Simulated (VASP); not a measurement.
Set up this calculation in VASP 6.6.1, as the native input.

* Task: single point
* Functional: PBE
* Dispersion: D3(BJ)
* Potentials or basis: VASP PAW PBE potentials, release 64 (Mo_sv, Se)
* Cutoff: 500 eV
* k mesh: 12 × 12 × 2
* Occupations: gaussian, width 0.05 eV
* Spin: no spin polarisation
* Dipole correction: no
* Further INCAR settings: ALGO = Normal; EDIFF = 1e-06; NBANDS = 35; ISYM = 0

The structure of MoSe2 lies in POSCAR:

```
MoSe2
1.0
    3.3417217474      0.0000000000      0.0000000000
   -1.6708608737      2.8940159256      0.0000000000
    0.0000000000      0.0000000000     12.7317698969
Mo Se
2 4
Direct
    0.3333333333      0.6666666667      0.2500000000
    0.6666666667      0.3333333333      0.7500000000
    0.3333333333      0.6666666667      0.6184761055
    0.6666666667      0.3333333333      0.1184761055
    0.3333333333      0.6666666667      0.8815238945
    0.6666666667      0.3333333333      0.3815238945
```

The input as run:

INCAR

```
SYSTEM = MoSe2
PREC = Accurate ; ENCUT = 500
EDIFF = 1E-6 ; ISMEAR = 0
SIGMA = 0.05 ; LREAL = .FALSE.
LASPH = .TRUE. ; NELM = 120
ALGO = Normal ; ISIF = 2
LWAVE = .FALSE. ; LCHARG = .FALSE.
GGA = PE ; IVDW = 12
NBANDS = 35 ; ISYM = 0
GGA_COMPAT = .FALSE.
```

KPOINTS

```
Automatic mesh
0
G
  12 12 2
  0 0 0
```

Potentials or basis: VASP PAW PBE potentials, release 64 (Mo_sv, Se).

The run is started by

```bash
$ cat potpaw_PBE.64/Mo_sv/POTCAR potpaw_PBE.64/Se/POTCAR > POTCAR
$ mpirun -np 1 vasp_std > vasp.out
```

It gave:

* Pressure: -4.2 GPa
* Largest force: 0.323 eV/Å
* Band gap on the k mesh: 0.74 eV (least direct gap 1.30 eV)
* Dispersion energy per atom: -0.461 eV

Caveat: the cell stands under tension.

Wall time 11 min on 1 thread of Intel Xeon 8259CL, with other jobs on the host, peak memory 0.58 GiB.
